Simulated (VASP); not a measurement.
# CdSe (Fm-3m) in VASP: notebook, part 2 of 2

VASP 6.6.1.

## (3) Single point, PBE (25.02 Å³/atom)

This run uses another cell than the first one, of 25.02 Å³/atom.

Input file INCAR:

```
PREC = Accurate
ENCUT = 520
EDIFF = 1E-7
ISMEAR = 0
SIGMA = 0.1
LREAL = F
LASPH = T
NELM = 80
ALGO = Normal
ISIF = 2
LWAVE = F
LCHARG = F
GGA = PE
NBANDS = 16
```

Input file KPOINTS:

```
Automatic mesh
0
Gamma
  12 12 12
```

Input file POSCAR:

```
CdSe
1.0
    0.0000000000      2.9248521723      2.9248521723
    2.9248521723      0.0000000000      2.9248521723
    2.9248521723      2.9248521723      0.0000000000
Cd Se
1 1
Direct
    0.0000000000      0.0000000000      0.0000000000
    0.5000000000      0.5000000000      0.5000000000
```

Potentials or basis: VASP PAW PBE potentials, release 64 (Cd, Se).

Launch:

```
$ cat potpaw_PBE.64/Cd/POTCAR potpaw_PBE.64/Se/POTCAR > POTCAR
$ mpirun -np 1 vasp_std > vasp.out
```

OUTCAR:

```text
PREC = Accurate
   ENCUT = 520
   EDIFF = 1E-7
   ISMEAR = 0
   LREAL = F
   LASPH = T
   NELM = 80
   ISIF = 2
   GGA = PE

 ion  position               nearest neighbor table
   1  0.000  0.000  0.000-   2 2.92   2 2.92   2 2.92   2 2.92   2 2.92   2 2.92
   2  0.500  0.500  0.500-   1 2.92   1 2.92   1 2.92   1 2.92   1 2.92   1 2.92

  LATTYP: Found a face centered cubic cell.
 ALAT       =     5.8497043446

  Lattice vectors:

 A1 = (   0.0000000000,   2.9248521723,   2.9248521723)
 A2 = (   2.9248521723,   0.0000000000,   2.9248521723)
 A3 = (   2.9248521723,   2.9248521723,   0.0000000000)

Analysis of symmetry for initial positions (statically):
=====================================================================
 Subroutine PRICEL returns:
 Original cell was already a primitive cell.

 Routine SETGRP: Setting up the symmetry group for a
 face centered cubic supercell.

 Subroutine GETGRP returns: Found 48 space group operations
 (whereof 48 operations were pure point group operations)
 out of a pool of 48 trial point group operations.

The static configuration has the point symmetry O_h .

Analysis of symmetry for dynamics (positions and initial velocities):
=====================================================================
 Subroutine PRICEL returns:
 Original cell was already a primitive cell.

 Routine SETGRP: Setting up the symmetry group for a
 face centered cubic supercell.

 Subroutine GETGRP returns: Found 48 space group operations
 (whereof 48 operations were pure point group operations)
 out of a pool of 48 trial point group operations.

The dynamic configuration has the point symmetry O_h .

 Subroutine INISYM returns: Found 48 space group operations
 (whereof 48 operations are pure point group operations),
 and found     1 'primitive' translations

[... 109 lines left out ...]
   ISMEAR =     0;   SIGMA  =   0.10  broadening in eV -4-tet -1-fermi 0-gaus
   EFERMI_NEDOS =   21; number of points for ismear=-14 and -15
   IALGO  =     38    algorithm
   IMIX   =      4    mixing-type and parameters
     AMIX     =   0.40;   BMIX     =  1.00
     AMIX_MAG =   1.60;   BMIX_MAG =  1.00
  volume/ion in A,a.u.               =      25.02       168.85
  Fermi-wavevector in a.u.,A,eV,Ry     =   1.164265  2.200141 18.442866  1.355512
  Thomas-Fermi vector in A             =   2.300805
   LORBIT       =      0    0 simple, 1 ext, 2 COOP (PROOUT), +10 PAW based schemes
   GGA     = PE    functional components
   LHFCALC =     F    Hartree Fock is set to
   AEXX    =    0.0000 exact exchange contribution
   IVDW    =     0    specifies the selected vdW correction
   LEPSILON=     F    determine dielectric tensor
   LRPA    =     F    only Hartree local field effects (RPA)
 non-spin polarized calculation
 Gauss-broadening in eV      SIGMA  =   0.10
  energy-cutoff  :      520.00
  volume of cell :       50.04
 maximum number of plane-waves:      1363
   NGX = 15   NGY = 15   NGZ = 15

 number of electron      18.0000007 magnetization

 Free energy of the ion-electron system (eV)
  ---------------------------------------------------
  ext. energy  EPLUGINS =         0.00000000
  ---------------------------------------------------
  free energy    TOTEN  =        -5.18116309 eV

  energy without entropy =       -5.17797346  energy(sigma->0) =       -5.17956827

 E-fermi :   1.8370     XC(G=0):  -9.7507

 val. band max:        1.7947632529   @ k =  -0.2500   0.1667   0.0000
 cond. band min:       1.8524460825   @ k =   0.5000   0.4167   0.0000
 fundamental gap:      0.0576828297
 Fermi energy:         1.8370124642

 k-point     1 :       0.0000    0.0000    0.0000
  band No.  band energies     occupation
      1     -10.7739      2.00000
      2      -6.0112      2.00000
      3      -6.0112      2.00000
      4      -5.9970      2.00000
      5      -5.9970      2.00000
      6      -5.9970      2.00000
[... 433 lines left out ...]
      3      -6.0897      2.00000
      4      -6.0336      2.00000
      5      -5.8824      2.00000
      6      -5.8594      2.00000
[... 8 lines left out ...]
     15      13.6282      0.00000
     16      13.8537      0.00000

 [... further k-points ...]

------------------------ aborting loop because EDIFF is reached ----------------------------------------

  FORCE on cell =-STRESS in cart. coord.  units (eV):
  Direction    XX          YY          ZZ          XY          YZ          ZX
  --------------------------------------------------------------------------------------
  -------------------------------------------------------------------------------------
  Total       -0.8693953     -0.8693953     -0.8693953      0.0000000     -0.0000000     -0.0000000
  in kB      -27.8346717    -27.8346717    -27.8346717      0.0000000     -0.0000000     -0.0000000
  external PRESSURE =     -27.8346717 kB  Pullay stress =       0.0000000 kB

 VOLUME and BASIS-vectors are now :
 -----------------------------------------------------------------------------
  energy-cutoff  :      520.00
  volume of cell :       50.04
      direct lattice vectors                 reciprocal lattice vectors
     0.000000000  2.924852172  2.924852172    -0.170948811  0.170948811  0.170948811
     2.924852172  0.000000000  2.924852172     0.170948811 -0.170948811  0.170948811
     2.924852172  2.924852172  0.000000000     0.170948811  0.170948811 -0.170948811

 POSITION                                       TOTAL-FORCE (eV/Angst)
 -----------------------------------------------------------------------------------
      0.00000      0.00000      0.00000         0.000000     -0.000000      0.000000
      2.92485      2.92485      2.92485        -0.000000      0.000000     -0.000000
 -----------------------------------------------------------------------------------
    total drift:                                0.000000     -0.000000     -0.000000

  FREE ENERGIE OF THE ION-ELECTRON SYSTEM (eV)
  ---------------------------------------------------
  free  energy   TOTEN  =        -5.1811630873 eV

  energy  without entropy=       -5.1779734595  energy(sigma->0) =       -5.17956827
```

OSZICAR:

```text
N       E                     dE             d eps       ncg     rms          rms(c)
DAV:   1     0.107093404637E+03    0.10709E+03   -0.89937E+03  2336   0.103E+03
DAV:   2    -0.180973364815E+01   -0.10890E+03   -0.10209E+03  2800   0.251E+02
DAV:   3    -0.561598504013E+01   -0.38063E+01   -0.37977E+01  2760   0.489E+01
DAV:   4    -0.562869585192E+01   -0.12711E-01   -0.12710E-01  2808   0.279E+00
DAV:   5    -0.562875603233E+01   -0.60180E-04   -0.60180E-04  2880   0.170E-01    0.475E+00
DAV:   6    -0.520613847385E+01    0.42262E+00   -0.64268E-01  2976   0.864E+00    0.415E+00
DAV:   7    -0.518192976322E+01    0.24209E-01   -0.11611E-01  2720   0.238E+00    0.195E+00
DAV:   8    -0.518127108272E+01    0.65868E-03   -0.12086E-02  2656   0.130E+00    0.259E-01
DAV:   9    -0.518116804893E+01    0.10303E-03   -0.17798E-03  2760   0.470E-01    0.663E-02
DAV:  10    -0.518115063676E+01    0.17412E-04   -0.26046E-04  2840   0.181E-01    0.346E-02
DAV:  11    -0.518116420935E+01   -0.13573E-04   -0.42847E-05  2616   0.548E-02    0.124E-02
DAV:  12    -0.518116326280E+01    0.94655E-06   -0.35009E-06  2648   0.106E-02    0.346E-03
DAV:  13    -0.518116301360E+01    0.24920E-06   -0.42584E-07  2808   0.524E-03    0.305E-03
DAV:  14    -0.518116308730E+01   -0.73693E-07   -0.41346E-08  1656   0.207E-03
   1 F= -.51811631E+01 E0= -.51795683E+01  d E =-.318963E-02
```

Wall time 79 s (1 thread of Intel Xeon 8259CL, shared host); peak memory 0.21 GiB.

Results:

- Free energy: -5.1812 eV
- Pressure: -2.8 GPa
- Band gap on the k mesh: zero (bands 9 and 10 overlap by 0.42 eV)

Caveat: semilocal functionals underestimate gaps, so a narrow gap can read as zero.
